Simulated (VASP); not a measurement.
# Al3Cu2 (P-3m1) in VASP: further runs

Al3Cu2 is run at these levels: PBEsol; tasks: relaxation of cell and atoms.

Everything below comes from runs of VASP 6.6.1. Logs are shortened: lines on timing, memory, paths and dates and some standing lists are left out, and cuts for length are marked.

## 1. The cell of the first run

Symmetry: P-3m1, No. 164, trigonal system. The conventional cell has a = 3.665 Å, b = 3.665 Å, c = 4.474 Å, α = 90.00°, β = 90.00°, γ = 120.00°. Al (site symmetry -3m) has 6 Cu at 2.23 Å and 6 Al at 2.65 Å within 2.9 Å. Al (site symmetry 3m) has 5 Cu at 2.19 to 2.30 Å and 6 Al at 2.48 to 2.65 Å within 2.9 Å. Within 2.9 Å of Cu (site symmetry 3m) lie 8 Al at 2.19 to 2.30 Å and 3 Cu at 2.53 Å.

## 2. Relaxation of cell and atoms, PBEsol, target pressure 90 GPa, at which the enthalpy is minimised

File INCAR:

```
ALGO     = Fast           # electronic algorithm
EDIFF    = 1E-6           # SCF threshold, eV
EDIFFG   = -0.008         # ionic threshold
ENCUT    = 600            # plane-wave cutoff, eV
GGA      = PS             # functional
IBRION   = 2              # ionic algorithm
ISIF     = 3              # what is computed and relaxed
ISMEAR   = 0              # smearing method
LASPH    = True           # aspherical terms in the spheres
LCHARG   = False          # write CHGCAR
LREAL    = False          # projectors in reciprocal space
LWAVE    = False          # write WAVECAR
NELM     = 60             # most SCF steps
NSW      = 70             # ionic steps
PREC     = Accurate       # precision mode
PSTRESS  = 900.0        
SIGMA    = 0.1            # smearing width, eV
```

File KPOINTS:

```
k-points
0
Gamma
  12 12 8
```

File POSCAR:

```
Al3Cu2
1.0
    3.6650099949      0.0000000000      0.0000000000
   -1.8325049974      3.1739917607      0.0000000000
    0.0000000000      0.0000000000      4.4740622711
Al Cu
3 2
Direct
    0.0000000000      0.0000000000      0.0000000000
    0.3333333333      0.6666666667      0.3552339769
    0.6666666667      0.3333333333      0.6447660231
    0.3333333333      0.6666666667      0.8450947590
    0.6666666667      0.3333333333      0.1549052410
```

Potentials or basis: VASP PAW PBE potentials, release 64 (Al, Cu).

Launch:

```bash
cat potpaw_PBE.64/Al/POTCAR potpaw_PBE.64/Cu/POTCAR > POTCAR
mpirun -np 1 vasp_std > vasp.out
```

OUTCAR:

```text
EDIFF = 1E-6
   EDIFFG = -0.008
   ENCUT = 600
   GGA = PS
   IBRION = 2
   ISIF = 3
   ISMEAR = 0
   LASPH = True
   LREAL = False
   NELM = 60
   NSW = 70
   PREC = Accurate
   PSTRESS = 900.0

 ion  position               nearest neighbor table
   1  0.000  0.000  0.000-   4 2.23   5 2.23   4 2.23   5 2.23   5 2.23   4 2.23   2 2.65   3 2.65
                             2 2.65   3 2.65   2 2.65   3 2.65
   2  0.333  0.667  0.355-   4 2.19   4 2.28   5 2.30   5 2.30   5 2.30   3 2.48   3 2.48   3 2.48
                             1 2.65   1 2.65   1 2.65
   3  0.667  0.333  0.645-   5 2.19   5 2.28   4 2.30   4 2.30   4 2.30   2 2.48   2 2.48   2 2.48
                             1 2.65   1 2.65   1 2.65
   4  0.333  0.667  0.845-   2 2.19   1 2.23   1 2.23   1 2.23   2 2.28   3 2.30   3 2.30   3 2.30
                             5 2.53   5 2.53   5 2.53
   5  0.667  0.333  0.155-   3 2.19   1 2.23   1 2.23   1 2.23   3 2.28   2 2.30   2 2.30   2 2.30
                             4 2.53   4 2.53   4 2.53

  LATTYP: Found a hexagonal cell.
 ALAT       =     3.6650099949
 C/A-ratio  =     1.2207503601

  Lattice vectors:

 A1 = (   3.6650099949,   0.0000000000,   0.0000000000)
 A2 = (  -1.8325049974,   3.1739917607,   0.0000000000)
 A3 = (   0.0000000000,   0.0000000000,   4.4740622711)

Analysis of symmetry for initial positions (statically):
=====================================================================
 Subroutine PRICEL returns:
 Original cell was already a primitive cell.

 Routine SETGRP: Setting up the symmetry group for a
 hexagonal supercell.

 Subroutine GETGRP returns: Found 12 space group operations
 (whereof 12 operations were pure point group operations)
 out of a pool of 24 trial point group operations.

The static configuration has the point symmetry D_3d.

Analysis of symmetry for dynamics (positions and initial velocities):
=====================================================================
 Subroutine PRICEL returns:
 Original cell was already a primitive cell.

 Routine SETGRP: Setting up the symmetry group for a
 hexagonal supercell.

 Subroutine GETGRP returns: Found 12 space group operations
 (whereof 12 operations were pure point group operations)
 out of a pool of 24 trial point group operations.

The dynamic configuration has the point symmetry D_3d.

 Subroutine INISYM returns: Found 12 space group operations
 (whereof 12 operations are pure point group operations),
 and found     1 'primitive' translations

----------------------------------------------------------------------------------------

                                     Primitive cell

  volume of cell :      52.0455

  direct lattice vectors                    reciprocal lattice vectors
     3.665009995  0.000000000  0.000000000     0.272850552  0.157530340  0.000000000
    -1.832504997  3.173991761  0.000000000     0.000000000  0.315060679  0.000000000
     0.000000000  0.000000000  4.474062271     0.000000000  0.000000000  0.223510523

  length of vectors
     3.665009995  3.665009995  4.474062271     0.315060679  0.315060679  0.223510523

  position of ions in fractional coordinates (direct lattice)
     0.000000000  0.000000000  0.000000000
     0.333333333  0.666666667  0.355233977
     0.666666667  0.333333333  0.644766023
     0.333333333  0.666666667  0.845094759
     0.666666667  0.333333333  0.154905241

  ion indices of the primitive-cell ions
   primitive index   ion index
                 1           1
                 2           2
                 3           3
                 4           4
                 5           5

----------------------------------------------------------------------------------------

 KPOINTS: k-points

Automatic generation of k-mesh.
 Grid dimensions read from file:
 generate k-points for:   12   12    8

 Generating k-lattice:

  Cartesian coordinates                     Fractional coordinates (reciprocal lattice)
     0.022737546  0.013127528  0.000000000     0.083333333  0.000000000  0.000000000
[... 46 lines left out ...]
   IMIX   =      4    mixing-type and parameters
     AMIX     =   0.40;   BMIX     =  1.00
     AMIX_MAG =   1.60;   BMIX_MAG =  1.00
  volume/ion in A,a.u.               =      10.41        70.24
  Fermi-wavevector in a.u.,A,eV,Ry     =   1.377424  2.602954 25.814302  1.897298
  Thomas-Fermi vector in A             =   2.502579
   LORBIT       =      0    0 simple, 1 ext, 2 COOP (PROOUT), +10 PAW based schemes
   GGA     = PS    functional components
   LHFCALC =     F    Hartree Fock is set to
   AEXX    =    0.0000 exact exchange contribution
   IVDW    =     0    specifies the selected vdW correction
   LEPSILON=     F    determine dielectric tensor
   LRPA    =     F    only Hartree local field effects (RPA)
 conjugate gradient relaxation of ions
 non-spin polarized calculation
 RMM-DIIS sequential band-by-band and
 Gauss-broadening in eV      SIGMA  =   0.10
  energy-cutoff  :      600.00
  volume of cell :       52.05
 maximum number of plane-waves:      1759
 NGX is ok and might be reduce to    30
   NGX = 15   NGY = 15   NGZ = 17

--------------------------------------- Ionic step        1  -------------------------------------------

 number of electron      30.9999993 magnetization

 Free energy of the ion-electron system (eV)
  ---------------------------------------------------
  ext. energy  EPLUGINS =         0.00000000
  ---------------------------------------------------
  free energy    TOTEN  =       -17.95721158 eV

  energy without entropy =      -17.95272587  energy(sigma->0) =      -17.95496873

------------------------ aborting loop because EDIFF is reached ----------------------------------------

  FORCE on cell =-STRESS in cart. coord.  units (eV):
  Direction    XX          YY          ZZ          XY          YZ          ZX
  --------------------------------------------------------------------------------------
  -------------------------------------------------------------------------------------
  Total       25.4536827     25.4536827     25.7126125      0.0000000      0.0000000      0.0000000
  in kB      783.5707685    783.5707685    791.5417097      0.0000000      0.0000000      0.0000000
  external PRESSURE =    -113.7722511 kB  Pullay stress =     900.0000000 kB
[... 106 lines left out ...]
  energy  without entropy=      -17.2462160296  energy(sigma->0) =      -17.24849201

  enthalpy is  TOTEN    =        11.2281281308 eV   P V=       28.4788961286

[... ionic steps 4 to 22 ...]

--------------------------------------- Ionic step       23  -------------------------------------------

 number of electron      31.0000005 magnetization

------------------------ aborting loop because EDIFF is reached ----------------------------------------
[... 77 lines left out ...]
--------------------------------------- Ionic step       25  -------------------------------------------

 number of electron      31.0000005 magnetization

 Free energy of the ion-electron system (eV)
  ---------------------------------------------------
  ext. energy  EPLUGINS =         0.00000000
  ---------------------------------------------------
  free energy    TOTEN  =       -17.23033611 eV

  energy without entropy =      -17.22586577  energy(sigma->0) =      -17.22810094

 E-fermi :  13.1154     XC(G=0): -12.7509

 val. band max:       13.0676327686   @ k =   0.4167  -0.0000   0.1250
 cond. band min:      13.1492478112   @ k =   0.0000   0.0000   0.2500
 fundamental gap:      0.0816150426
 Fermi energy:        13.1153822850

 k-point     1 :       0.0000    0.0000    0.0000
  band No.  band energies     occupation
      1      -1.0798      2.00000
      2       4.4889      2.00000
      3       5.4125      2.00000
      4       5.5651      2.00000
      5       5.5651      2.00000
      6       5.9397      2.00000
[... 505 lines left out ...]
      6       5.9166      2.00000
[... 11 lines left out ...]
     18      16.6891      0.00000
     19      17.4088      0.00000

 [... further k-points ...]

------------------------ aborting loop because EDIFF is reached ----------------------------------------

  FORCE on cell =-STRESS in cart. coord.  units (eV):
  Direction    XX          YY          ZZ          XY          YZ          ZX
  --------------------------------------------------------------------------------------
  -------------------------------------------------------------------------------------
  Total       28.4312943     28.4312943     28.4445639      0.0000000      0.0000000     -0.0000000
  in kB      899.1620644    899.1620643    899.5817261      0.0000001      0.0000000     -0.0000000
  external PRESSURE =      -0.6980484 kB  Pullay stress =     900.0000000 kB
[... 24 lines left out ...]
  energy  without entropy=      -17.2258657737  energy(sigma->0) =      -17.22810094

  enthalpy is  TOTEN    =        11.2274535443 eV   P V=       28.4577896574

 reached required accuracy - stopping structural energy minimisation
```

Wall time 20 min (1 thread of AMD EPYC 7R13 (Zen 3), shared host); peak memory 0.27 GiB.

What came out:

```
Free energy                                                : -17.2303 eV
Relaxed volume                                             : 10.13 Å³/atom
Relaxed cell                                               : a = 3.630 Å, b = 3.630 Å, c = 4.441 Å, α = 90.00°, β = 90.00°, γ = 120.00°
Space group after relaxing (to 0.1 Å)                      : P-3m1 (No. 164)
Energy change on relaxing (the run minimises the enthalpy) : +145.4 meV/atom
Ionic steps                                                : 25
Pressure after relaxing                                    : 89.9 GPa
Largest force after relaxing                               : 0.008 eV/Å
Band gap on the k mesh                                     : zero (an odd number of electrons rules out a gap without spin polarisation)
```

Forces on the atoms (eV/Å):
```
Al   0.000  0.000  0.000
Al   0.000  0.000 -0.002
Al   0.000  0.000  0.002
Cu   0.000  0.000  0.008
Cu   0.000  0.000 -0.008
```

The path:
```
step  energy change (eV)  largest force (eV/Å)  pressure (GPa)  volume (Å³)
   1              0.0000                0.1087           78.62        52.05
   2              3.4501                0.1304          131.40        46.67
   3              0.7064                0.1164           91.15        50.70
   4              0.6424                0.1169           88.86        50.81
   5              0.6756                0.1170           89.19        50.75
   6              0.6899                0.1172           89.32        50.73
   7              0.6992                0.0494           89.39        50.71
   8              0.6977                0.0383           89.57        50.71
   9              0.7888                0.0339           90.63        50.55
  10              0.7290                0.0247           90.20        50.66
  11              0.7228                0.0278           89.81        50.67
  12              0.7269                0.0225           90.07        50.66
  13              0.7224                0.0139           89.79        50.67
  14              0.7230                0.0129           90.09        50.67
  15              0.7226                0.0131           89.77        50.67
  16              0.7251                0.0143           90.04        50.66
  17              0.7250                0.0143           89.99        50.66
  18              0.7252                0.0127           90.02        50.66
  19              0.7256                0.0088           90.11        50.66
  20              0.7265                0.0050           89.81        50.66
  21              0.7283                0.0188           90.02        50.66
  22              0.7268                0.0093           89.89        50.66
  23              0.7266                0.0078           89.79        50.66
  24              0.7270                0.0081           90.05        50.66
  25              0.7269                0.0076           89.93        50.66
```

Final structure:
```
Al Cu
1.0
     3.62953    0.00000    0.00000
    -1.81476    3.14326    0.00000
     0.00000    0.00000    4.44057
Al Cu
3 2
Cartesian
  0.0000 0.0000 0.0000
  0.0000 2.0955 1.5830
  1.8148 1.0478 2.8576
  0.0000 2.0955 3.7537
  1.8148 1.0478 0.6868
```

Levels at points of the mesh, in eV from the Fermi level:
```tsv
k point	band 11	band 12	band 13	band 14	band 15	band 16	band 17	band 18	band 19
(0.00, 0.00, 0.00)	-5.61	-4.82	-4.82	-0.43	-0.43	1.71	1.71	4.43	4.72
(0.50, 0.00, 0.00)	-5.77	-5.52	-4.09	-4.03	-3.37	-0.55	0.18	1.25	3.56
(0.00, 0.00, 0.50)	-5.66	-5.66	1.07	1.07	1.43	1.48	1.48	3.61	3.62
(0.50, 0.00, 0.50)	-5.79	-5.71	-5.51	-4.50	-2.43	-0.22	0.91	2.06	5.84
```

Caveat: the cell is relaxed towards a set pressure, so the run minimises the enthalpy, not the energy; the PAW data sets were made with another functional, which shifts forces and pressure a little.

[end of part 1 of 2]

The gap in the log of VASP goes by the Fermi energy; the results here count the filled bands.